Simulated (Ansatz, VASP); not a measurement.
# One calculation of VSi, two programs

```
V Si
1.0
     0.00000    2.81879    2.81879
     2.81879    0.00000    2.81879
     2.81879    2.81879    0.00000
V Si
1 1
Direct
  0.00000 0.00000 0.00000
  0.25000 0.25000 0.25000
```

Change from the starting cell: volume scaled by 1.06.

Alike in both runs: task single point; functional PBE; k mesh 11 × 11 × 11; occupations fermi-dirac, width 0.05 eV; collinear spin.

|  | VASP | Ansatz |
| --- | --- | --- |
| version | VASP 6.6.1 | Ansatz 0.2.0 |
| potentials or method | VASP PAW PBE potentials, release 64 (V_sv, Si), cutoff 500 eV | all-electron LAPW, scalar-relativistic |

```csv
,VASP,Ansatz,Ansatz less VASP
pressure (GPa),-3.4,-3.3,+0.03
net moment per atom (μB),0.42,0.42,0.000
size of the moment on the site where the two differ most (μB),0.85,0.85,+0.007
```

Site moments also hang on the region over which each program counts them. Ansatz ran all-electron here, and VASP with PAW potentials.
